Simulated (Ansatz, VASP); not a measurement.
Two plane-wave programs on TaNbO

File INCAR:

```
SYSTEM = TaNbO
ALGO = Normal ; EDIFF = 1E-6
ENCUT = 520 ; GGA = PE
ISIF = 2 ; ISMEAR = 0
LASPH = .TRUE. ; LCHARG = .TRUE.
LELF = .TRUE. ; LREAL = .FALSE.
LVHAR = .TRUE. ; LWAVE = .FALSE.
NBANDS = 72 ; NELM = 60
PREC = Accurate ; SIGMA = 0.2
```

File KPOINTS:

```
k-points
0
G
  6 4 2
  0 0 0
```

The input POSCAR:

```
TaNbO
1.0
    0.0000000000     -3.4829728348      0.0000000000
   -6.6539378298      0.0000000000      0.0000000000
    0.0000000000      0.0000000000     -9.7096058727
Ta Nb O
4 4 4
Direct
    0.0000000000      1.0000000000      0.7806020254
    0.0000000000      0.5000000000      0.7806020254
    0.5000000000      0.7500000000      0.2193979746
    0.5000000000      0.2500000000      0.2193979746
    0.5000000000      1.0000000000      0.5601844670
    0.5000000000      0.5000000000      0.5601844670
    0.0000000000      0.7500000000      0.4398155330
    0.0000000000      0.2500000000      0.4398155330
    0.5000000000      0.5000000000      0.1207598290
    0.5000000000      0.0000000000      0.1207598290
    0.0000000000      0.7500000000      0.8792401710
    0.0000000000      0.2500000000      0.8792401710
```

Input for Ansatz:

```yaml
crystal:
  lattice:
    - [0.0, -3.4829728348, 0.0]
    - [-6.6539378298, 0.0, 0.0]
    - [0.0, 0.0, -9.7096058727]
  atoms:
    - { symbol: Ta, position: [0.0, 1.0, 0.7806020254] }
    - { symbol: Ta, position: [0.0, 0.5, 0.7806020254] }
    - { symbol: Ta, position: [0.5, 0.75, 0.2193979746] }
    - { symbol: Ta, position: [0.5, 0.25, 0.2193979746] }
    - { symbol: Nb, position: [0.5, 1.0, 0.560184467] }
    - { symbol: Nb, position: [0.5, 0.5, 0.560184467] }
    - { symbol: Nb, position: [0.0, 0.75, 0.439815533] }
    - { symbol: Nb, position: [0.0, 0.25, 0.439815533] }
    - { symbol: O, position: [0.5, 0.5, 0.120759829] }
    - { symbol: O, position: [0.5, 0.0, 0.120759829] }
    - { symbol: O, position: [0.0, 0.75, 0.879240171] }
    - { symbol: O, position: [0.0, 0.25, 0.879240171] }
basis:
  ecutwfc: 420
kpoints:
  mp_grid: { grid: [6, 4, 2] }
hamiltonian:
  xc: pbe
scf:
  occupations: { method: gaussian, width: 0.2 }
  lower_state_search: "off"
output:
  forces: true
  stress: true
  eigenvalues: true
```

Alike in both runs: task single point; functional PBE; k mesh 6 × 4 × 2; occupations gaussian, width 0.2 eV; no spin polarisation.

|  | VASP | Ansatz |
| --- | --- | --- |
| version | VASP 6.6.1 | Ansatz 0.2.0 |
| potentials or method | VASP PAW PBE potentials, release 64 (Ta_pv, Nb_sv, O), cutoff 520 eV | scalar-relativistic, plane waves, PAW |
| valence electrons in the cell | 120 | 128 |

```tsv
	VASP	Ansatz	Ansatz less VASP
gap on the k mesh at the Fermi level (eV)	none	none	-
pressure (GPa)	0.4	0.1	-0.26
traceless stress, the component that is largest in VASP (GPa)	0.74	0.16	-0.572
rms of the force components (eV/Å)	0.063	0.018	-0.0442
```

Atom by atom the forces differ by 0.047 eV/Å (rms over components). A gap of «none» marks a metal or a gap that the smearing closes. The functional is the same, so the differences come from potentials, cutoffs and numerics. VASP's potentials hold 120 valence electrons a cell and Ansatz's 128, so a difference there can come from the potentials and not from the codes.

Neither program's run includes spin-orbit coupling.
